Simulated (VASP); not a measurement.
# Sb in VASP: single point with PBEsol

Aim: the single point of Sb with PBEsol.

Program: VASP 6.6.1. These are calculated values, not measurements. Logs are shortened: lines on timing, memory, paths and dates and some standing lists are left out, and cuts for length are marked.

### Step 1. The cell of the first run

The cell holds a slab with vacuum, 4 atoms: a = 4.469 Å, b = 4.469 Å, c = 21.473 Å, α = 90.00°, β = 90.00°, γ = 60.00°.

### Step 2. Single point, PBEsol

INCAR reads:

```
PREC     = Accurate       # precision mode
ENCUT    = 520            # plane-wave cutoff, eV
EDIFF    = 1E-6           # SCF threshold, eV
ISMEAR   = 1              # smearing method
SIGMA    = 0.15           # smearing width, eV
LREAL    = F              # projectors in reciprocal space
LASPH    = T              # aspherical terms in the spheres
NELM     = 80             # most SCF steps
ALGO     = Normal         # electronic algorithm
ISIF     = 2              # what is computed and relaxed
LWAVE    = F              # write WAVECAR
LCHARG   = F              # write CHGCAR
LDIPOL   = T            
IDIPOL   = 3            
DIPOL    = 0.5 0.5 0.500
GGA      = PS             # functional
NBANDS   = 18             # bands
```

KPOINTS reads:

```
regular mesh
0
Gamma
  5 5 1
```

POSCAR reads:

```
Sb
1.0
    4.4689148571      0.0000000000      0.0000000000
    2.2344574285      3.8701937936      0.0000000000
    0.0000000000      0.0000000000     21.4732805519
Sb
4
Direct
    0.0000000000      0.0000000000      0.3725560229
    0.6666666667      0.6666666667      0.4575186743
    0.3333333333      0.3333333333      0.5424813257
    1.0000000000      1.0000000000      0.6274439771
```

Potentials or basis: VASP PAW PBE potentials, release 64 (Sb).

Run with:

```console
$ cat potpaw_PBE.64/Sb/POTCAR > POTCAR
$ mpirun -np 1 vasp_std > vasp.out
```

OUTCAR:

```text
PREC = Accurate
   ENCUT = 520
   EDIFF = 1E-6
   ISMEAR = 1
   LREAL = F
   LASPH = T
   NELM = 80
   ISIF = 2
   GGA = PS

 ion  position               nearest neighbor table
   1  0.000  0.000  0.373-   2 3.16   2 3.16   2 3.16
   2  0.667  0.667  0.458-   1 3.16   3 3.16   3 3.16   1 3.16   1 3.16   3 3.16
   3  0.333  0.333  0.542-   4 3.16   2 3.16   2 3.16   4 3.16   4 3.16   2 3.16
   4  0.000  0.000  0.627-   3 3.16   3 3.16   3 3.16

  LATTYP: Found a hexagonal cell.
 ALAT       =     4.4689148571
 C/A-ratio  =     4.8050323711

  Lattice vectors:

 A1 = (  -2.2344574285,  -3.8701937936,   0.0000000000)
 A2 = (   4.4689148571,   0.0000000000,   0.0000000000)
 A3 = (   0.0000000000,   0.0000000000,  21.4732805519)

Analysis of symmetry for initial positions (statically):
=====================================================================
 Subroutine PRICEL returns:
 Original cell was already a primitive cell.

 Routine SETGRP: Setting up the symmetry group for a
 hexagonal supercell.

 Subroutine GETGRP returns: Found 12 space group operations
 (whereof 12 operations were pure point group operations)
 out of a pool of 24 trial point group operations.

The static configuration has the point symmetry D_3d.

Analysis of symmetry for dynamics (positions and initial velocities):
=====================================================================
 Subroutine PRICEL returns:
 Original cell was already a primitive cell.

 Routine SETGRP: Setting up the symmetry group for a
 hexagonal supercell.

 Subroutine GETGRP returns: Found 12 space group operations
 (whereof 12 operations were pure point group operations)
 out of a pool of 24 trial point group operations.

The dynamic configuration has the point symmetry D_3d.

 Subroutine INISYM returns: Found 12 space group operations
 (whereof 12 operations are pure point group operations),
 and found     1 'primitive' translations

----------------------------------------------------------------------------------------

                                     Primitive cell

  volume of cell :     371.3926

  direct lattice vectors                    reciprocal lattice vectors
     4.468914857  0.000000000  0.000000000     0.223767969 -0.129192497  0.000000000
     2.234457428  3.870193794  0.000000000     0.000000000  0.258384994  0.000000000
     0.000000000  0.000000000 21.473280552     0.000000000  0.000000000  0.046569503

  length of vectors
     4.468914857  4.468914857 21.473280552     0.258384994  0.258384994  0.046569503

  position of ions in fractional coordinates (direct lattice)
     0.000000000  0.000000000  0.372556023
     0.666666667  0.666666667  0.457518674
     0.333333333  0.333333333  0.542481326
     0.000000000  0.000000000  0.627443977

  ion indices of the primitive-cell ions
   primitive index   ion index
                 1           1
                 2           2
                 3           3
                 4           4

----------------------------------------------------------------------------------------

 KPOINTS: regular mesh

Automatic generation of k-mesh.
 Grid dimensions read from file:
 generate k-points for:    5    5    1

 Generating k-lattice:

  Cartesian coordinates                     Fractional coordinates (reciprocal lattice)
     0.044753594 -0.025838499  0.000000000     0.200000000  0.000000000  0.000000000
     0.000000000  0.051676999  0.000000000     0.000000000  0.200000000  0.000000000
     0.000000000  0.000000000  0.046569503     0.000000000  0.000000000  1.000000000

  Length of vectors
     0.051676999  0.051676999  0.046569503

  Shift w.r.t. Gamma in fractional coordinates (k-lattice)
     0.000000000  0.000000000  0.000000000

 Subroutine IBZKPT returns following result:
 ===========================================

 Found      5 irreducible k-points:

 Following reciprocal coordinates:
            Coordinates               Weight
  0.000000  0.000000  0.000000      1.000000
  0.200000  0.000000  0.000000      6.000000
  0.400000 -0.000000  0.000000      6.000000
  0.400000  0.200000  0.000000      6.000000
 -0.400000  0.200000  0.000000      6.000000
   k-points           NKPTS =      5   k-points in BZ     NKDIM =      5   number of bands    NBANDS=     18
   number of dos      NEDOS =    301   number of ions     NIONS =      4
   total plane-waves  NPLWV = 207360
   dimension x,y,z NGX =    36 NGY =   36 NGZ =  160
   dimension x,y,z NGXF=    72 NGYF=   72 NGZF=  320
   ions per type =               4
   NGX,Y,Z   is equivalent  to a cutoff of  13.39, 13.39, 12.39 a.u.
   NGXF,Y,Z  is equivalent  to a cutoff of  26.78, 26.78, 24.77 a.u.
 SYSTEM =  unknown system
   PREC   = accura    normal or accurate (medium, high low for compatibility)
   ISTART =      0    job   : 0-new  1-cont  2-samecut
   ICHARG =      2    charge: 1-file 2-atom 10-const
   ISPIN  =      1    spin polarized calculation?
   LNONCOLLINEAR =      F non collinear calculations
   LSORBIT =      F    spin-orbit coupling
   LASPH  =      T    aspherical Exc in radial PAW
   ENCUT  =  520.0 eV  38.22 Ry    6.18 a.u.   8.31  8.31 39.93*2*pi/ulx,y,z
   NELM   =     80;   NELMIN=  2; NELMDL= -5     # of ELM steps
   EDIFF  = 0.1E-05   stopping-criterion for ELM
   LREAL  =      F    real-space projection
   EDIFFG = 0.1E-04   stopping-criterion for IOM
   NSW    =      0    number of steps for IOM
   IBRION =     -1    ionic relax: 0-MD 1-quasi-New 2-CG
   NFREE  =      0    steps in history (QN), initial steepest desc. (CG)
   ISIF   =      2    stress and relaxation
   ISYM   =      2    0-nonsym 1-usesym 2-fastsym
   POTIM  = 0.5000    time-step for ionic-motion
   TEBEG  =    0.0;   TEEND  =   0.0 temperature during run
   PSTRESS=    0.0 pullay stress
   NELECT =      20.0000    total number of electrons
   NUPDOWN=      -1.0000    fix difference up-down
   EMIN   =  10.00;   EMAX   =-10.00  energy-range for DOS
   EFERMI =   0.00;   METHOD = LEGACY
   ISMEAR =     1;   SIGMA  =   0.15  broadening in eV -4-tet -1-fermi 0-gaus
   EFERMI_NEDOS =   21; number of points for ismear=-14 and -15
   IALGO  =     38    algorithm
   IMIX   =      4    mixing-type and parameters
     AMIX     =   0.40;   BMIX     =  1.00
     AMIX_MAG =   1.60;   BMIX_MAG =  1.00
  volume/ion in A,a.u.               =      92.85       626.57
  Fermi-wavevector in a.u.,A,eV,Ry     =   0.618216  1.168259  5.200029  0.382191
  Thomas-Fermi vector in A             =   1.676579
   LORBIT       =      0    0 simple, 1 ext, 2 COOP (PROOUT), +10 PAW based schemes
   GGA     = PS    functional components
   LHFCALC =     F    Hartree Fock is set to
   AEXX    =    0.0000 exact exchange contribution
   IVDW    =     0    specifies the selected vdW correction
   LEPSILON=     F    determine dielectric tensor
   LRPA    =     F    only Hartree local field effects (RPA)
 non-spin polarized calculation
 Methfessel and Paxton  Order N= 1 SIGMA  =   0.15
  energy-cutoff  :      520.00
  volume of cell :      371.39
 maximum number of plane-waves:     10014
 NGX is ok and might be reduce to    36
   NGX = 17   NGY = 17   NGZ = 79

 number of electron      20.0000001 magnetization

 dipolmoment           0.000000      0.000000      0.000000 electrons x Angstroem

 Free energy of the ion-electron system (eV)
  ---------------------------------------------------
  ext. energy  EPLUGINS =         0.00000000
  ---------------------------------------------------
  free energy    TOTEN  =       -16.78746352 eV

  energy without entropy =      -16.79259464  energy(sigma->0) =      -16.78917389

 E-fermi :  -1.1083     XC(G=0):  -3.9828

 val. band max:       -1.1829324573   @ k =   0.0000   0.0000   0.0000
 cond. band min:      -0.3377356852   @ k =   0.0000   0.0000   0.0000
 fundamental gap:      0.8451967722
 Fermi energy:        -1.1082820467

 k-point     1 :       0.0000    0.0000    0.0000
  band No.  band energies     occupation
      1     -12.1949      2.00000
      2     -10.7736      2.00000
      3      -8.7874      2.00000
      4      -6.6676      2.00000
      5      -1.9727      2.00000
      6      -1.9727      2.00000
[... 10 lines left out ...]
     17       3.2359      0.00000
     18       3.3876      0.00000

 k-point     2 :       0.2000    0.0000    0.0000
  band No.  band energies     occupation
      1     -11.8490      2.00000
      2     -10.4988      2.00000
      3      -8.7293      2.00000
      4      -7.2315      2.00000
      5      -3.5570      2.00000
      6      -2.6991      2.00000
[... 10 lines left out ...]
     17       3.4499      0.00000
     18       3.7424      0.00000

 k-point     3 :       0.4000   -0.0000    0.0000
  band No.  band energies     occupation
      1     -10.8873      2.00000
      2      -9.9506      2.00000
      3      -9.0839      2.00000
      4      -8.2709      2.00000
      5      -4.8201      2.00000
      6      -3.3467      2.00000
[... 10 lines left out ...]
     17       3.4663      0.00000
     18       4.5873      0.00000

 k-point     4 :       0.4000    0.2000    0.0000
  band No.  band energies     occupation
      1     -11.1852      2.00000
      2     -10.0319      2.00000
      3      -8.8026      2.00000
      4      -8.1860      2.00000
      5      -4.2138      2.00000
      6      -4.0534      2.00000
[... 10 lines left out ...]
     17       3.8462      0.00000
     18       4.1480      0.00000

 k-point     5 :      -0.4000    0.2000    0.0000
  band No.  band energies     occupation
      1     -10.1863      2.00000
      2      -9.8718      2.00000
      3      -9.2084      2.00000
      4      -8.8890      2.00000
      5      -4.7672      2.00000
      6      -3.9522      2.00000
[... 10 lines left out ...]
     17       3.7022      0.00000
     18       5.2943      0.00000

------------------------ aborting loop because EDIFF is reached ----------------------------------------

 vacuum level on the upper side and lower side of the slab       (xc-potential included)        -0.094        -0.094

  FORCE on cell =-STRESS in cart. coord.  units (eV):
  Direction    XX          YY          ZZ          XY          YZ          ZX
  --------------------------------------------------------------------------------------
  -------------------------------------------------------------------------------------
  Total       -6.0271882     -6.0271882     -5.9229351      0.0000000     -0.0000000     -0.0000000
  in kB      -26.0011252    -26.0011252    -25.5513801      0.0000000     -0.0000000     -0.0000000
  external PRESSURE =     -25.8512102 kB  Pullay stress =       0.0000000 kB

 VOLUME and BASIS-vectors are now :
 -----------------------------------------------------------------------------
  energy-cutoff  :      520.00
  volume of cell :      371.39
      direct lattice vectors                 reciprocal lattice vectors
     4.468914857  0.000000000  0.000000000     0.223767969 -0.129192497  0.000000000
     2.234457428  3.870193794  0.000000000     0.000000000  0.258384994  0.000000000
     0.000000000  0.000000000 21.473280552     0.000000000  0.000000000  0.046569503

 POSITION                                       TOTAL-FORCE (eV/Angst)
 -----------------------------------------------------------------------------------
      0.00000      0.00000      8.00000        -0.000000      0.000000      1.705691
      4.46891      2.58013      9.82443         0.000000      0.000000     -1.872244
      2.23446      1.29006     11.64885        -0.000000     -0.000000      1.872244
      0.00000      0.00000     13.47328        -0.000000      0.000000     -1.705691
 -----------------------------------------------------------------------------------
    total drift:                               -0.000000     -0.000000     -0.000000

  FREE ENERGIE OF THE ION-ELECTRON SYSTEM (eV)
  ---------------------------------------------------
  free  energy   TOTEN  =       -16.7874635207 eV

  energy  without entropy=      -16.7925946369  energy(sigma->0) =      -16.78917389

 vacuum level on the upper side and lower side of the slab         3.537         3.537
```

Run time: 91 s. Hardware: 1 thread of AMD EPYC 7R13, shared host; peak memory 0.43 GiB.

Results:

```
Free energy            : -16.7875 eV
Largest force          : 1.872 eV/Å
Band gap on the k mesh : 0.85 eV, direct
```

Forces in eV/Å, atoms in the order of the input:
```
Sb   0.000  0.000  1.706
Sb   0.000  0.000 -1.872
Sb   0.000  0.000  1.872
Sb   0.000  0.000 -1.706
```

Levels at points of the mesh, in eV from the valence-band top:
| k point | band 6 | band 7 | band 8 | band 9 | band 10 | band 11 | band 12 | band 13 | band 14 | band 15 |
| --- | --- | --- | --- | --- | --- | --- | --- | --- | --- | --- |
| (0.00, 0.00, 0.00) | -0.79 | -0.73 | -0.05 | 0.00 | 0.00 | 0.85 | 1.31 | 1.31 | 2.23 | 2.84 |

Caveat: the PAW data sets were made with another functional, which shifts forces and pressure a little; spin-orbit coupling is left out, which moves the levels of the heavy elements.
